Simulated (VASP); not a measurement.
Wanted: the native input for a VASP 6.6.1 run.

| Item | Value |
| --- | --- |
| Task | single point |
| Functional | r2SCAN |
| Potentials or basis | VASP PAW PBE potentials, release 64 (Sn_d, Se) |
| Cutoff | 520 eV |
| k mesh | 12 × 12 × 4 |
| Occupations | gaussian, width 0.05 eV |
| Spin | no spin polarisation |
| Dipole correction | no |
| Further INCAR settings | ALGO = Normal; EDIFF = 1e-07; NBANDS = 20 |

The system is SnSe2.

```xyz
3
Lattice="3.7254 0.0000 0.0000 -1.8627 3.3260 0.0000 0.0000 0.0000 6.5233" Properties=species:S:1:pos:R:3 pbc="T T T"
Sn    0.0000    0.0000    0.0000
Se    0.0000    2.2174    1.5739
Se    1.8627    1.1087    4.9494
```

This cell differs from its parent crystal: strain -0.0300 x Voigt [1, 0, 0, 0, 0, 0].

The input as run:

POSCAR

```
SnSe2
1.0
    3.7253506185      0.0000000000      0.0000000000
   -1.8626753093      3.3260291481      0.0000000000
    0.0000000000      0.0000000000      6.5233023644
Sn Se
1 2
Direct
    0.0000000000      0.0000000000      0.0000000000
    0.3333333333      0.6666666667      0.2412719747
    0.6666666667      0.3333333333      0.7587280253
```

INCAR.step1

```
  PREC = Accurate
  ENCUT = 520
  ISMEAR = 0
  SIGMA = 0.05
  LREAL = F
  LASPH = T
  NELM = 60
  NBANDS = 20
  GGA = PE
  ALGO = Normal
  EDIFF = 1E-4
  LWAVE = T
  LCHARG = F
```

INCAR.step2

```
  PREC = Accurate
  ENCUT = 520
  EDIFF = 1E-7
  ISMEAR = 0
  SIGMA = 0.05
  LREAL = F
  LASPH = T
  NELM = 60
  ALGO = Normal
  ISIF = 2
  LWAVE = F
  LCHARG = F
  METAGGA = R2SCAN
  LMIXTAU = T
  NBANDS = 20
  ISTART = 1
```

KPOINTS

```
regular mesh
0
Gamma
  12 12 4
```

Potentials or basis: VASP PAW PBE potentials, release 64 (Sn_d, Se).

Run with:

```bash
$ cat potpaw_PBE.64/Sn_d/POTCAR potpaw_PBE.64/Se/POTCAR > POTCAR
$ cp INCAR.step1 INCAR
$ mpirun -np 1 vasp_std > vasp.out
$ cp INCAR.step2 INCAR
$ mpirun -np 1 vasp_std > vasp.out
```

Results of the run:

```json
{
  "Pressure": "2.3 GPa",
  "Largest force": "0.208 eV/Å",
  "Band gap on the k mesh": "0.88 eV (least direct gap 1.50 eV)"
}
```

Caveat: the cell differs from its parent crystal (strain -0.0300 x Voigt [1, 0, 0, 0, 0, 0]); the PAW data sets were made with another functional, which shifts forces and pressure a little; spin-orbit coupling is left out, which moves the levels of the heavy elements.

Wall time 12 min on 1 thread of Intel Xeon 8259CL, with other jobs on the host, peak memory 0.39 GiB.
